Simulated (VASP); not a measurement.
Write the native input for VASP 6.6.1 that does the following.

* Task: single point
* Functional: PBEsol
* Potentials or basis: VASP PAW PBE potentials, release 64 (Zn, In_d)
* Cutoff: 520 eV
* k mesh: 10 × 10 × 10
* Occupations: gaussian, width 0.05 eV
* Spin: no spin polarisation
* Dipole correction: no
* Further INCAR settings: ALGO = Fast; EDIFF = 1e-07; NBANDS = 32

The structure of Zn3In lies in POSCAR:

```
Zn3In
1.0
    4.2197300000      0.0000000000      0.0000000000
    0.0000000000      4.2197300000      0.0000000000
   -2.1098650000     -2.1098650000      4.0947720000
Zn In
3 1
Direct
    0.2500000000      0.7500000000      0.5000000000
    0.7500000000      0.2500000000      0.5000000000
    0.5000000000      0.5000000000      0.0000000000
    0.0000000000      0.0000000000      0.0000000000
```

The input as run:

INCAR

```
SYSTEM = Zn3In
PREC = Accurate
ENCUT = 520
EDIFF = 1E-7
ISMEAR = 0
SIGMA = 0.05
LREAL = .False.
LASPH = .True.
NELM = 80
ALGO = Fast
ISIF = 2
LWAVE = .False.
LCHARG = .True.
GGA = PS
LELF = .True.
LVHAR = .True.
NBANDS = 32
```

KPOINTS

```
Automatic mesh
0
Gamma
  10 10 10
  0 0 0
```

Potentials or basis: VASP PAW PBE potentials, release 64 (Zn, In_d).

The run is started by

```bash
$ cat potpaw_PBE.64/Zn/POTCAR potpaw_PBE.64/In_d/POTCAR > POTCAR
$ mpirun -np 1 vasp_std > vasp.out
```

Results of the run:

The pressure is -4.3 GPa.

Caveat: the PAW data sets were made with another functional, which shifts forces and pressure a little.

Run time: 2.5 min on 1 thread of Intel(R) Xeon(R) 6975P-C (Granite Rapids) (shared host), peak memory 0.33 GiB.
